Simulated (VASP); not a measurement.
# CoSi2 (Fm-3m) in VASP: further runs

CoSi2 is run at these levels: PBEsol; tasks: single point.

Program: VASP 6.6.1. These are calculated values, not measurements. Logs are shortened: lines on timing, memory, paths and dates and some standing lists are left out, and cuts for length are marked.

## Step 1: The cell of the first run

It takes space group Fm-3m (No. 225, cubic). The conventional cell has a = 5.451 Å, b = 5.451 Å, c = 5.451 Å, α = 90.00°, β = 90.00°, γ = 90.00°. Co (site symmetry m-3m) has 8 Si at 2.36 Å within 3.1 Å. Si (site symmetry -43m) has 4 Co at 2.36 Å and 6 Si at 2.73 Å within 3.1 Å.

## Step 2: Single point, PBEsol (13.50 Å³/atom)

Contents of INCAR:

```
ALGO = Normal
EDIFF = 1E-6
ENCUT = 520
GGA = PS
ISIF = 2
ISMEAR = 0
LASPH = True
LCHARG = True
LELF = True
LREAL = False
LVHAR = True
LWAVE = False
NBANDS = 16
NELM = 60
PREC = Accurate
SIGMA = 0.15
```

Contents of KPOINTS:

```
k-points
0
Gamma
  14 14 14
```

Contents of POSCAR:

```
CoSi2
1.0
    0.0000000000      2.7254116596      2.7254116596
    2.7254116596      0.0000000000      2.7254116596
    2.7254116596      2.7254116596      0.0000000000
Co Si
1 2
Direct
    0.0000000000      0.0000000000      0.0000000000
    0.2500000000      0.2500000000      0.2500000000
    0.7500000000      0.7500000000      0.7500000000
```

Potentials or basis: VASP PAW PBE potentials, release 64 (Co, Si).

Started as:

```
$ cat potpaw_PBE.64/Co/POTCAR potpaw_PBE.64/Si/POTCAR > POTCAR
$ mpirun -np 1 vasp_std > vasp.out
```

OUTCAR:

```text
EDIFF = 1E-6
   ENCUT = 520
   GGA = PS
   ISIF = 2
   ISMEAR = 0
   LASPH = True
   LREAL = False
   NELM = 60
   PREC = Accurate

 ion  position               nearest neighbor table
   1  0.000  0.000  0.000-   3 2.36   3 2.36   3 2.36   2 2.36   3 2.36   2 2.36   2 2.36   2 2.36

   2  0.250  0.250  0.250-   1 2.36   1 2.36   1 2.36   1 2.36   3 2.73   3 2.73   3 2.73   3 2.73
                             3 2.73   3 2.73
   3  0.750  0.750  0.750-   1 2.36   1 2.36   1 2.36   1 2.36   2 2.73   2 2.73   2 2.73   2 2.73
                             2 2.73   2 2.73

  LATTYP: Found a face centered cubic cell.
 ALAT       =     5.4508233192

  Lattice vectors:

 A1 = (   0.0000000000,   2.7254116596,   2.7254116596)
 A2 = (   2.7254116596,   0.0000000000,   2.7254116596)
 A3 = (   2.7254116596,   2.7254116596,   0.0000000000)

Analysis of symmetry for initial positions (statically):
=====================================================================
 Subroutine PRICEL returns:
 Original cell was already a primitive cell.

 Routine SETGRP: Setting up the symmetry group for a
 face centered cubic supercell.

 Subroutine GETGRP returns: Found 48 space group operations
 (whereof 48 operations were pure point group operations)
 out of a pool of 48 trial point group operations.

The static configuration has the point symmetry O_h .

Analysis of symmetry for dynamics (positions and initial velocities):
=====================================================================
 Subroutine PRICEL returns:
 Original cell was already a primitive cell.

 Routine SETGRP: Setting up the symmetry group for a
 face centered cubic supercell.

 Subroutine GETGRP returns: Found 48 space group operations
 (whereof 48 operations were pure point group operations)
 out of a pool of 48 trial point group operations.

The dynamic configuration has the point symmetry O_h .

 Subroutine INISYM returns: Found 48 space group operations
 (whereof 48 operations are pure point group operations),
 and found     1 'primitive' translations

----------------------------------------------------------------------------------------

                                     Primitive cell

  volume of cell :      40.4880

  direct lattice vectors                    reciprocal lattice vectors
[... 88 lines left out ...]
   NELM   =     60;   NELMIN=  2; NELMDL= -5     # of ELM steps
   EDIFF  = 0.1E-05   stopping-criterion for ELM
   LREAL  =      F    real-space projection
   EDIFFG = 0.1E-04   stopping-criterion for IOM
   NSW    =      0    number of steps for IOM
   IBRION =     -1    ionic relax: 0-MD 1-quasi-New 2-CG
   NFREE  =      0    steps in history (QN), initial steepest desc. (CG)
   ISIF   =      2    stress and relaxation
   ISYM   =      2    0-nonsym 1-usesym 2-fastsym
   POTIM  = 0.5000    time-step for ionic-motion
   TEBEG  =    0.0;   TEEND  =   0.0 temperature during run
   PSTRESS=    0.0 pullay stress
   NELECT =      17.0000    total number of electrons
   NUPDOWN=      -1.0000    fix difference up-down
   EMIN   =  10.00;   EMAX   =-10.00  energy-range for DOS
   EFERMI =   0.00;   METHOD = LEGACY
   ISMEAR =     0;   SIGMA  =   0.15  broadening in eV -4-tet -1-fermi 0-gaus
   EFERMI_NEDOS =   21; number of points for ismear=-14 and -15
   IALGO  =     38    algorithm
   IMIX   =      4    mixing-type and parameters
     AMIX     =   0.40;   BMIX     =  1.00
     AMIX_MAG =   1.60;   BMIX_MAG =  1.00
  volume/ion in A,a.u.               =      13.50        91.08
  Fermi-wavevector in a.u.,A,eV,Ry     =   1.225883  2.316583 20.446688  1.502789
  Thomas-Fermi vector in A             =   2.360904
   LORBIT       =      0    0 simple, 1 ext, 2 COOP (PROOUT), +10 PAW based schemes
   GGA     = PS    functional components
   LHFCALC =     F    Hartree Fock is set to
   AEXX    =    0.0000 exact exchange contribution
   IVDW    =     0    specifies the selected vdW correction
   LEPSILON=     F    determine dielectric tensor
   LRPA    =     F    only Hartree local field effects (RPA)
 non-spin polarized calculation
 Gauss-broadening in eV      SIGMA  =   0.15
  energy-cutoff  :      520.00
  volume of cell :       40.49
 maximum number of plane-waves:      1106
 NGX is ok and might be reduce to    30
   NGX = 15   NGY = 15   NGZ = 15

 number of electron      16.9999999 magnetization

 Free energy of the ion-electron system (eV)
  ---------------------------------------------------
  ext. energy  EPLUGINS =         0.00000000
  ---------------------------------------------------
  free energy    TOTEN  =       -20.86266419 eV

  energy without entropy =      -20.85055009  energy(sigma->0) =      -20.85660714

 E-fermi :   9.3065     XC(G=0): -11.6168

 val. band max:        9.2365638229   @ k =   0.4286   0.0714   0.0000
 cond. band min:       9.3126976907   @ k =   0.4286   0.2143   0.0714
 fundamental gap:      0.0761338678
 Fermi energy:         9.3065420718

 k-point     1 :       0.0000    0.0000    0.0000
  band No.  band energies     occupation
      1      -3.4142      2.00000
      2       5.4524      2.00000
      3       5.4524      2.00000
      4       5.4524      2.00000
      5       7.5663      2.00000
      6       7.5663      2.00000
[... 433 lines left out ...]
      3       5.5758      2.00000
      4       5.6504      2.00000
      5       6.7632      2.00000
      6       7.7251      2.00000
[... 8 lines left out ...]
     15      17.4196      0.00000
     16      17.6012      0.00000

 [... further k-points ...]

------------------------ aborting loop because EDIFF is reached ----------------------------------------

  FORCE on cell =-STRESS in cart. coord.  units (eV):
  Direction    XX          YY          ZZ          XY          YZ          ZX
  --------------------------------------------------------------------------------------
  -------------------------------------------------------------------------------------
  Total       -3.1731421     -3.1731421     -3.1731421      0.0000000      0.0000000     -0.0000000
  in kB     -125.5664967   -125.5664967   -125.5664967      0.0000000      0.0000000     -0.0000000
  external PRESSURE =    -125.5664967 kB  Pullay stress =       0.0000000 kB

 VOLUME and BASIS-vectors are now :
 -----------------------------------------------------------------------------
  energy-cutoff  :      520.00
  volume of cell :       40.49
      direct lattice vectors                 reciprocal lattice vectors
     0.000000000  2.725411660  2.725411660    -0.183458524  0.183458524  0.183458524
     2.725411660  0.000000000  2.725411660     0.183458524 -0.183458524  0.183458524
     2.725411660  2.725411660  0.000000000     0.183458524  0.183458524 -0.183458524

 POSITION                                       TOTAL-FORCE (eV/Angst)
 -----------------------------------------------------------------------------------
      0.00000      0.00000      0.00000         0.000000      0.000000      0.000000
      1.36271      1.36271      1.36271        -0.000000     -0.000000     -0.000000
      4.08812      4.08812      4.08812         0.000000     -0.000000     -0.000000
 -----------------------------------------------------------------------------------
    total drift:                                0.000000     -0.000000     -0.000000

  FREE ENERGIE OF THE ION-ELECTRON SYSTEM (eV)
  ---------------------------------------------------
  free  energy   TOTEN  =       -20.8626641904 eV

  energy  without entropy=      -20.8505500919  energy(sigma->0) =      -20.85660714
```

OSZICAR:

```text
N       E                     dE             d eps       ncg     rms          rms(c)
DAV:   1     0.564039816268E+02    0.56404E+02   -0.66872E+03  3352   0.998E+02
DAV:   2    -0.194098565486E+02   -0.75814E+02   -0.67533E+02  3648   0.196E+02
DAV:   3    -0.224575951697E+02   -0.30477E+01   -0.29840E+01  4472   0.439E+01
DAV:   4    -0.225107216991E+02   -0.53127E-01   -0.53090E-01  3888   0.554E+00
DAV:   5    -0.225123779339E+02   -0.16562E-02   -0.16562E-02  4488   0.101E+00    0.146E+01
DAV:   6    -0.273022734299E+02   -0.47899E+01   -0.29760E+01  3512   0.112E+02    0.204E+01
DAV:   7    -0.209006341536E+02    0.64016E+01   -0.13023E+01  4160   0.862E+01    0.302E+00
DAV:   8    -0.209054242611E+02   -0.47901E-02   -0.10105E+00  4288   0.755E+00    0.205E+00
DAV:   9    -0.208638118541E+02    0.41612E-01   -0.12551E-01  3896   0.609E+00    0.554E-01
DAV:  10    -0.208630310204E+02    0.78083E-03   -0.94753E-03  4528   0.174E+00    0.200E-01
DAV:  11    -0.208626443171E+02    0.38670E-03   -0.13825E-03  4432   0.665E-01    0.514E-02
DAV:  12    -0.208626745720E+02   -0.30255E-04   -0.12233E-04  4904   0.951E-02    0.273E-02
DAV:  13    -0.208626642603E+02    0.10312E-04   -0.16613E-05  4680   0.739E-02    0.846E-03
DAV:  14    -0.208626641904E+02    0.69883E-07   -0.20462E-06  2880   0.126E-02
   1 F= -.20862664E+02 E0= -.20856607E+02  d E =-.121141E-01
```

stdout:

```text
POSCAR found type information on POSCAR CoSi
 POSCAR found :  2 types and       3 ions
 scaLAPACK will be used
 -----------------------------------------------------------------------------
|                                                                             |
|                                                                             |
|     You enforced a specific xc type in the INCAR file but a different       |
|     I HOPE YOU KNOW WHAT YOU ARE DOING!                                     |
|                                                                             |
 -----------------------------------------------------------------------------

 LDA part: xc-table for (Slater+PW92), standard interpolation
 POSCAR, INCAR and KPOINTS ok, starting setup
 FFT: planning ... GRIDC
 FFT: planning ... GRID_SOFT
 FFT: planning ... GRID
 WAVECAR not read
 entering main loop
```

Wall time 32 s (1 thread of Intel Xeon 6975P-C (Granite Rapids), shared host); peak memory 0.21 GiB.

Results:

```yaml
Free_energy: -20.8627 eV
Pressure: -12.6 GPa
Band_gap_on_the_k_mesh: zero (an odd number of electrons rules out a gap without spin polarisation)
```

Caveat: the cell stands under tension; the PAW data sets were made with another functional, which shifts forces and pressure a little; the run has no spin polarisation, though such a crystal can be magnetic. Spin polarisation is off, so any magnetic state and its effect on volume and gap are missing.

## Step 3: Single point, PBEsol (13.99 Å³/atom)

This run uses another cell than the first one, of 13.99 Å³/atom.

Contents of INCAR:

```
ALGO = Normal
EDIFF = 1E-6
ENCUT = 520
GGA = PS
ISIF = 2
ISMEAR = 0
LASPH = T
LCHARG = F
LREAL = F
LWAVE = F
NBANDS = 16
NELM = 80
PREC = Accurate
SIGMA = 0.15
```

KPOINTS is that of step 2.

Contents of POSCAR:

```
CoSi2
1.0
    0.0000000000      2.7585956939      2.7585956939
    2.7585956939      0.0000000000      2.7585956939
    2.7585956939      2.7585956939      0.0000000000
Co Si
1 2
Direct
    0.0000000000      0.0000000000      0.0000000000
    0.2500000000      0.2500000000      0.2500000000
    0.7500000000      0.7500000000      0.7500000000
```

Potentials or basis: VASP PAW PBE potentials, release 64 (Co, Si).

Started as:

```
$ cat potpaw_PBE.64/Co/POTCAR potpaw_PBE.64/Si/POTCAR > POTCAR
$ mpirun -np 1 vasp_std > vasp.out
```

It took 32 s on 1 thread of Intel Xeon 6975P-C (Granite Rapids), shared host; peak memory 0.21 GiB.

Results (log left out):

| Item | Value |
| --- | --- |
| Free energy | -20.7246 eV |
| Pressure | -16.9 GPa |
| Band gap on the k mesh | zero (an odd number of electrons rules out a gap without spin polarisation) |

Levels at points of the mesh, in eV from the Fermi level:
```tsv
k point	band 7	band 8	band 9	band 10	band 11	band 12
(0.00, 0.00, 0.00)	-0.04	3.09	3.09	3.09	3.39	3.39
(0.50, 0.00, 0.00)	-1.41	-0.41	-0.41	2.36	3.16	3.16
(0.50, 0.50, 0.00)	-1.74	-1.68	-1.14	1.24	2.83	8.49
```

Caveat: the cell stands under tension; the PAW data sets were made with another functional, which shifts forces and pressure a little; the run has no spin polarisation, though such a crystal can be magnetic.

## Step 4: Single point, PBEsol, collinear spin, ferromagnetic start (11.00 Å³/atom)

This run uses another cell than the first one, of 11.00 Å³/atom.

Contents of INCAR:

```
ALGO = Normal
EDIFF = 1E-7
ENCUT = 520
GGA = PS
ISIF = 2
ISMEAR = 0
ISPIN = 2
LASPH = True
LCHARG = False
LMAXMIX = 4
LORBIT = 11
LREAL = False
LWAVE = False
MAGMOM = 2.2 0 0
NBANDS = 20
NELM = 150
NUPDOWN = 2.2
PREC = Accurate
SIGMA = 0.15
```

KPOINTS is that of step 3.

Contents of POSCAR:

```
CoSi2
1.0
    0.0000000000      2.5455130630      2.5455130630
    2.5455130630      0.0000000000      2.5455130630
    2.5455130630      2.5455130630      0.0000000000
Co Si
1 2
Direct
    0.0000000000      0.0000000000      0.0000000000
    0.2500000000      0.2500000000      0.2500000000
    0.7500000000      0.7500000000      0.7500000000
```

Started as:

```
$ cat potpaw_PBE.64/Co/POTCAR potpaw_PBE.64/Si/POTCAR > POTCAR
$ mpirun -np 1 vasp_std > vasp.out
```

Run time: 69 s. Hardware: 1 thread of Intel Xeon 6975P-C (Granite Rapids), shared host; peak memory 0.24 GiB.

Results (log left out):

```
Free energy                                           : -18.0976 eV
Pressure                                              : 51.9 GPa
Net moment                                            : 2.20 μB per cell
Site moments                                          : Co +1.31; Si +0.19 μB
Valence electrons inside the program's atomic spheres : Co 9.25; Si 1.73
```

Caveat: the cell stands under pressure; the PAW data sets were made with another functional, which shifts forces and pressure a little; the total moment is fixed, so each spin has its own Fermi level.

(Part 1 of 3 ends here.)
